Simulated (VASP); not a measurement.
# Co (P6/mmm) in VASP: further runs

Runs on Co. Level: PBE. Tasks: relaxation of cell and atoms, single point.

All numbers are computed with VASP 6.6.1; they aren't measurements. Logs are shortened: lines on timing, memory, paths and dates and some standing lists are left out, and cuts for length are marked.

### Step 1. The cell of the first run

The structure is hexagonal, space group P6/mmm (No. 191). Conventional cell: a = 4.144 Å, b = 4.144 Å, c = 2.541 Å, α = 90.00°, β = 90.00°, γ = 120.00°. Co (site symmetry 6/mmm) has 14 Co at 2.54 to 2.71 Å within 3.4 Å. Within 3.2 Å of Co (site symmetry -6m2) lie 11 Co at 2.39 to 2.71 Å.

### Step 2. Relaxation of cell and atoms, PBE, collinear spin, ferromagnetic start

Input file INCAR:

```
PREC = Accurate ; ENCUT = 600
EDIFF = 1E-6 ; ISMEAR = 0
SIGMA = 0.1 ; LREAL = False
LASPH = True ; NELM = 150
ALGO = Normal ; ISIF = 3
LWAVE = False ; LCHARG = False
ISPIN = 2 ; MAGMOM = 1.96 2.02 2.02
LORBIT = 11 ; LMAXMIX = 4
GGA = PE ; IBRION = 2
NSW = 90 ; EDIFFG = -0.04
```

Input file KPOINTS:

```
Automatic mesh
0
Gamma
  6 6 6
```

Input file POSCAR:

```
Co
1.0
    4.1443119443      0.0000000000      0.0000000000
   -2.0721559722      3.5890794250      0.0000000000
    0.0000000000      0.0000000000      2.5406434094
Co
3
Direct
    0.0000000000      0.0000000000      0.0000000000
    0.3333333333      0.6666666667      0.5000000000
    0.6666666667      0.3333333333      0.5000000000
```

Potentials or basis: VASP PAW PBE potentials, release 64 (Co).

Started as:

```sh
$ cat potpaw_PBE.64/Co/POTCAR > POTCAR
$ mpirun -np 1 vasp_std > vasp.out
```

OUTCAR:

```text
PREC = Accurate
   ENCUT = 600
   EDIFF = 1E-6
   ISMEAR = 0
   LREAL = False
   LASPH = True
   NELM = 150
   ISIF = 3
   ISPIN = 2
   LORBIT = 11
   GGA = PE
   IBRION = 2
   NSW = 90
   EDIFFG = -0.04

 ion  position               nearest neighbor table
   1  0.000  0.000  0.000-   2 2.71   3 2.71   2 2.71   3 2.71   3 2.71   3 2.71   2 2.71   2 2.71
                             3 2.71   3 2.71   2 2.71   2 2.71
   2  0.333  0.667  0.500-   3 2.39   3 2.39   3 2.39   1 2.71   1 2.71   1 2.71   1 2.71   1 2.71
                             1 2.71
   3  0.667  0.333  0.500-   2 2.39   2 2.39   2 2.39   1 2.71   1 2.71   1 2.71   1 2.71   1 2.71
                             1 2.71

  LATTYP: Found a hexagonal cell.
 ALAT       =     4.1443119443
 C/A-ratio  =     0.6130434783

  Lattice vectors:

 A1 = (   4.1443119443,   0.0000000000,   0.0000000000)
 A2 = (  -2.0721559722,   3.5890794250,   0.0000000000)
 A3 = (   0.0000000000,   0.0000000000,   2.5406434094)

Analysis of symmetry for initial positions (statically):
=====================================================================
 Subroutine PRICEL returns:
 Original cell was already a primitive cell.

 Routine SETGRP: Setting up the symmetry group for a
 hexagonal supercell.

 Subroutine GETGRP returns: Found 24 space group operations
 (whereof 24 operations were pure point group operations)
 out of a pool of 24 trial point group operations.

The static configuration has the point symmetry D_6h.

Analysis of symmetry for dynamics (positions and initial velocities):
=====================================================================
 Subroutine PRICEL returns:
 Original cell was already a primitive cell.

 Routine SETGRP: Setting up the symmetry group for a
 hexagonal supercell.

 Subroutine GETGRP returns: Found 24 space group operations
 (whereof 24 operations were pure point group operations)
 out of a pool of 24 trial point group operations.

The dynamic configuration has the point symmetry D_6h.

Analysis of structural, dynamic, and magnetic symmetry:
=====================================================================
 Subroutine PRICEL returns:
 Original cell was already a primitive cell.

 Routine SETGRP: Setting up the symmetry group for a
 hexagonal supercell.

 Subroutine GETGRP returns: Found 24 space group operations
 (whereof 24 operations were pure point group operations)
 out of a pool of 24 trial point group operations.

The overall configuration has the point symmetry D_6h.

 Subroutine INISYM returns: Found 24 space group operations
 (whereof 24 operations are pure point group operations),
 and found     1 'primitive' translations

----------------------------------------------------------------------------------------

                                     Primitive cell

  volume of cell :      37.7902

  direct lattice vectors                    reciprocal lattice vectors
     4.144311944  0.000000000  0.000000000     0.241294578  0.139311489  0.000000000
    -2.072155972  3.589079425  0.000000000     0.000000000  0.278622979  0.000000000
     0.000000000  0.000000000  2.540643409     0.000000000  0.000000000  0.393601084

  length of vectors
     4.144311944  4.144311944  2.540643409     0.278622979  0.278622979  0.393601084

  position of ions in fractional coordinates (direct lattice)
     0.000000000  0.000000000  0.000000000
     0.333333333  0.666666667  0.500000000
     0.666666667  0.333333333  0.500000000

  ion indices of the primitive-cell ions
   primitive index   ion index
                 1           1
                 2           2
                 3           3

----------------------------------------------------------------------------------------

 KPOINTS: Automatic mesh

Automatic generation of k-mesh.
 Grid dimensions read from file:
 generate k-points for:    6    6    6

 Generating k-lattice:

  Cartesian coordinates                     Fractional coordinates (reciprocal lattice)
     0.040215763  0.023218582  0.000000000     0.166666667  0.000000000  0.000000000
     0.000000000  0.046437163  0.000000000     0.000000000  0.166666667  0.000000000
     0.000000000  0.000000000  0.065600181     0.000000000  0.000000000  0.166666667

  Length of vectors
     0.046437163  0.046437163  0.065600181

  Shift w.r.t. Gamma in fractional coordinates (k-lattice)
     0.000000000  0.000000000  0.000000000

 Subroutine IBZKPT returns following result:
 ===========================================

 Found     28 irreducible k-points:

 Following reciprocal coordinates:
            Coordinates               Weight
  0.000000  0.000000  0.000000      1.000000
  0.166667  0.000000  0.000000      6.000000
  0.333333  0.000000  0.000000      6.000000
  0.500000  0.000000  0.000000      3.000000
  0.166667  0.166667  0.000000      6.000000
  0.333333  0.166667  0.000000     12.000000
[... 16 lines left out ...]
  0.166667  0.000000  0.500000      6.000000
  0.333333  0.000000  0.500000      6.000000
 [... further k-points ...]
   k-points           NKPTS =     28   k-points in BZ     NKDIM =     28   number of bands    NBANDS=     20
   number of dos      NEDOS =    301   number of ions     NIONS =      3
   total plane-waves  NPLWV =  25920
   dimension x,y,z NGX =    36 NGY =   36 NGZ =   20
   dimension x,y,z NGXF=    72 NGYF=   72 NGZF=   40
   ions per type =               3
   NGX,Y,Z   is equivalent  to a cutoff of  14.44, 14.44, 13.09 a.u.
   NGXF,Y,Z  is equivalent  to a cutoff of  28.88, 28.88, 26.17 a.u.
 SYSTEM =  unknown system
   PREC   = accura    normal or accurate (medium, high low for compatibility)
   ISTART =      0    job   : 0-new  1-cont  2-samecut
   ICHARG =      2    charge: 1-file 2-atom 10-const
   ISPIN  =      2    spin polarized calculation?
   LNONCOLLINEAR =      F non collinear calculations
   LSORBIT =      F    spin-orbit coupling
   LASPH  =      T    aspherical Exc in radial PAW
   ENCUT  =  600.0 eV  44.10 Ry    6.64 a.u.   8.28  8.28  5.07*2*pi/ulx,y,z
   NELM   =    150;   NELMIN=  2; NELMDL= -5     # of ELM steps
   EDIFF  = 0.1E-05   stopping-criterion for ELM
   LREAL  =      F    real-space projection
   EDIFFG = -.4E-01   stopping-criterion for IOM
   NSW    =     90    number of steps for IOM
   IBRION =      2    ionic relax: 0-MD 1-quasi-New 2-CG
   NFREE  =      1    steps in history (QN), initial steepest desc. (CG)
   ISIF   =      3    stress and relaxation
   ISYM   =      2    0-nonsym 1-usesym 2-fastsym
   POTIM  = 0.5000    time-step for ionic-motion
   TEBEG  =    0.0;   TEEND  =   0.0 temperature during run
   PSTRESS=    0.0 pullay stress
   NELECT =      27.0000    total number of electrons
   NUPDOWN=      -1.0000    fix difference up-down
   EMIN   =  10.00;   EMAX   =-10.00  energy-range for DOS
   EFERMI =   0.00;   METHOD = LEGACY
   ISMEAR =     0;   SIGMA  =   0.10  broadening in eV -4-tet -1-fermi 0-gaus
   EFERMI_NEDOS =   21; number of points for ismear=-14 and -15
   IALGO  =     38    algorithm
   IMIX   =      4    mixing-type and parameters
     AMIX     =   0.40;   BMIX     =  1.00
     AMIX_MAG =   1.60;   BMIX_MAG =  1.00
  volume/ion in A,a.u.               =      12.60        85.01
  Fermi-wavevector in a.u.,A,eV,Ry     =   1.463535  2.765679 29.142777  2.141934
  Thomas-Fermi vector in A             =   2.579618
   LORBIT       =     11    0 simple, 1 ext, 2 COOP (PROOUT), +10 PAW based schemes
   GGA     = PE    functional components
   LHFCALC =     F    Hartree Fock is set to
   AEXX    =    0.0000 exact exchange contribution
   IVDW    =     0    specifies the selected vdW correction
   LEPSILON=     F    determine dielectric tensor
   LRPA    =     F    only Hartree local field effects (RPA)
 conjugate gradient relaxation of ions
 spin polarized calculation
 Gauss-broadening in eV      SIGMA  =   0.10
  energy-cutoff  :      600.00
  volume of cell :       37.79
 maximum number of plane-waves:      1290
 NGX is ok and might be reduce to    36
   NGX = 17   NGY = 17   NGZ = 11

--------------------------------------- Ionic step        1  -------------------------------------------

 number of electron      26.9999997 magnetization       5.2704224

 Free energy of the ion-electron system (eV)
  ---------------------------------------------------
  ext. energy  EPLUGINS =         0.00000000
  ---------------------------------------------------
  free energy    TOTEN  =       -20.55568172 eV

  energy without entropy =      -20.54675523  energy(sigma->0) =      -20.55121847

 E-fermi :   8.3941     XC(G=0): -12.5424

 val. band max:        8.3887848813   @ k =   0.0000   0.0000   0.0000
 cond. band min:       8.4376028562   @ k =   0.5000   0.0000   0.5000
 fundamental gap:      0.0488179748
 Fermi energy:         8.3941388840

 spin component 1

 k-point     1 :       0.0000    0.0000    0.0000
  band No.  band energies     occupation
      1       0.2359      1.00000
      2       4.2099      1.00000
      3       5.2437      1.00000
      4       5.2437      1.00000
      5       5.2951      1.00000
      6       5.2951      1.00000
[... 1170 lines left out ...]
  energy  without entropy=      -20.6395434910  energy(sigma->0) =      -20.64445033

--------------------------------------- Ionic step        3  -------------------------------------------

 number of electron      27.0000000 magnetization       5.0113025

 Free energy of the ion-electron system (eV)
  ---------------------------------------------------
  ext. energy  EPLUGINS =         0.00000000
  ---------------------------------------------------
  free energy    TOTEN  =       -20.88388119 eV

  energy without entropy =      -20.87282769  energy(sigma->0) =      -20.87835444

 E-fermi :  10.1345     XC(G=0): -13.2872

 val. band max:       10.1202630507   @ k =   0.3333   0.0000   0.0000
 cond. band min:      10.1370120466   @ k =   0.3333   0.3333   0.5000
 fundamental gap:      0.0167489959
 Fermi energy:        10.1344980299

 spin component 1

 k-point     1 :       0.0000    0.0000    0.0000
  band No.  band energies     occupation
      1       1.1967      1.00000
      2       5.4098      1.00000
      3       6.6617      1.00000
      4       6.6617      1.00000
      5       6.7036      1.00000
      6       6.7036      1.00000
[... 1129 lines left out ...]
  FREE ENERGIE OF THE ION-ELECTRON SYSTEM (eV)
  ---------------------------------------------------
  free  energy   TOTEN  =       -20.8838811874 eV

  energy  without entropy=      -20.8728276944  energy(sigma->0) =      -20.87835444

 reached required accuracy - stopping structural energy minimisation

 total charge

# of ion       s       p       d       tot
------------------------------------------
    1        0.462   0.490   7.244   8.196
    2        0.498   0.517   7.272   8.287
    3        0.498   0.517   7.272   8.287
--------------------------------------------------
tot          1.459   1.524  21.787  24.771

 magnetization (x)

# of ion       s       p       d       tot
------------------------------------------
    1       -0.009  -0.048   1.702   1.646
    2       -0.009  -0.043   1.760   1.709
    3       -0.009  -0.043   1.760   1.709
--------------------------------------------------
tot         -0.026  -0.133   5.222   5.064
```

It took 70 s on 1 thread of Intel Xeon 6975P-C (Granite Rapids), shared host; peak memory 0.2 GiB.

Results:

```yaml
Free_energy: -20.8839 eV
Relaxed_volume: 11.05 Å³/atom
Relaxed_cell: a = 3.964 Å, b = 3.964 Å, c = 2.436 Å, α = 90.00°, β = 90.00°, γ = 120.00°
Space_group_after_relaxing_to_0.05_Å: P6/mmm (No. 191)
Energy_gained_by_relaxing: 109.4 meV/atom
Ionic_steps: 3
Pressure_after_relaxing: -0.5 GPa
Band_gap_on_the_k_mesh: zero (filled and empty bands overlap)
Net_moment: 5.01 μB per cell
Site_moments: Co +1.65, +1.71 μB
Valence_electrons_inside_the_program's_atomic_spheres: Co 8.20, 8.29
```

Step by step:
```
step  energy change (eV)  largest force (eV/Å)  pressure (GPa)  volume (Å³)
   1              0.0000                0.0000          -19.77        37.79
   2             -0.0937                0.0000           26.24        29.91
   3             -0.3282                0.0000           -0.50        33.15
```

Final structure:
```cif
data_structure
_symmetry_space_group_name_H-M 'P 1'
_symmetry_Int_Tables_number 1
_cell_length_a 3.9643
_cell_length_b 3.9643
_cell_length_c 2.4357
_cell_angle_alpha 90.000
_cell_angle_beta 90.000
_cell_angle_gamma 120.000
_cell_volume 33.15
loop_
_atom_site_label
_atom_site_type_symbol
_atom_site_fract_x
_atom_site_fract_y
_atom_site_fract_z
_atom_site_occupancy
Co1 Co 0.00000 0.00000 0.00000 1
Co2 Co 0.33333 0.66667 0.50000 1
Co3 Co 0.66667 0.33333 0.50000 1
```

Levels at points of the mesh, in eV from the Fermi level:
Spin up:
```
           k point  band 13  band 14  band 15  band 16  band 17  band 18  band 19  band 20
(0.00, 0.00, 0.00)    -1.96    -1.96    -0.82    -0.82     6.26     6.26     6.26     6.26
(0.50, 0.00, 0.00)    -1.17    -1.15    -1.05    -0.78    -0.64     0.17     6.59    15.67
(0.00, 0.00, 0.50)    -0.86    -0.86    -0.31     0.75     1.58     9.75    10.29    10.29
(0.50, 0.00, 0.50)    -1.11    -0.80    -0.49     1.55     1.77     5.03     5.68     8.51
```
Spin down:
| k point | band 8 | band 9 | band 10 | band 11 | band 12 | band 13 | band 14 | band 15 |
| --- | --- | --- | --- | --- | --- | --- | --- | --- |
| (0.00, 0.00, 0.00) | -1.30 | -0.72 | -0.72 | -0.14 | -0.14 | -0.12 | -0.12 | 1.26 |
| (0.50, 0.00, 0.00) | -1.33 | -0.79 | -0.03 | -0.03 | 0.14 | 0.56 | 0.87 | 0.88 |
| (0.00, 0.00, 0.50) | -0.95 | -0.74 | -0.74 | 0.79 | 0.79 | 1.00 | 1.00 | 1.43 |
| (0.50, 0.00, 0.50) | -0.98 | -0.73 | -0.72 | -0.03 | 0.55 | 0.90 | 1.12 | 1.32 |

Caveat: the k points lie up to 0.43 Å⁻¹ apart in the final cell.

### Step 3. Single point, PBE, collinear spin, ferromagnetic start

Input file INCAR:

```
ALGO = Normal
EDIFF = 1E-6
ENCUT = 520
GGA = PE
ISIF = 2
ISMEAR = 0
ISPIN = 2
LASPH = T
LCHARG = F
LMAXMIX = 4
LORBIT = 11
LREAL = F
LWAVE = F
MAGMOM = 3 3 3
NBANDS = 24
NELM = 150
PREC = Accurate
SIGMA = 0.1
```

Input file KPOINTS:

```
k-points
0
Gamma
  6 6 8
```

POSCAR is that of step 2.

Potentials or basis: VASP PAW PBE potentials, release 64 (Co).

Started as:

```sh
$ cat potpaw_PBE.64/Co/POTCAR > POTCAR
$ mpirun -np 1 vasp_std > vasp.out
```

Run time: 28 s. Hardware: 1 thread of Intel Xeon 6975P-C (Granite Rapids), shared host; peak memory 0.19 GiB.

Results (log left out):

- Free energy: -20.5445 eV
- Pressure: -19.9 GPa
- Net moment: 5.20 μB per cell
- Site moments: Co +1.74, +1.79 μB
- Valence electrons inside the program's atomic spheres: Co 7.99, 8.06

Stress tensor (GPa, compression positive):
```
-20.45   0.00   0.00
  0.00 -20.45   0.00
  0.00   0.00 -18.86
```

Levels at points of the mesh, in eV from the Fermi level:
Spin up:
```
           k point  band 13  band 14  band 15  band 16  band 17  band 18  band 19  band 20
(0.00, 0.00, 0.00)    -1.89    -1.89    -0.98    -0.98     5.59     5.59     5.59     5.59
(0.50, 0.00, 0.00)    -1.26    -1.25    -1.15    -0.92    -0.84     0.28     5.54    14.41
(0.00, 0.00, 0.50)    -1.01    -1.01    -0.51     0.50     1.20     8.93     9.33     9.33
(0.50, 0.00, 0.50)    -1.23    -0.93    -0.68     1.45     1.49     4.38     4.75     7.64
```
Spin down:
```csv
k point,band 7,band 8,band 9,band 10,band 11,band 12,band 13,band 14,band 15,band 16
"(0.00, 0.00, 0.00)",-1.61,-1.01,-0.51,-0.51,0.02,0.02,0.02,0.02,1.16,1.16
"(0.50, 0.00, 0.00)",-1.14,-1.02,-0.52,0.10,0.11,0.20,0.54,0.84,0.85,0.87
"(0.00, 0.00, 0.50)",-0.72,-0.72,-0.49,-0.49,0.75,0.75,0.92,0.92,1.25,2.02
"(0.50, 0.00, 0.50)",-0.92,-0.75,-0.61,-0.50,0.06,0.55,0.86,1.04,1.17,2.11
```
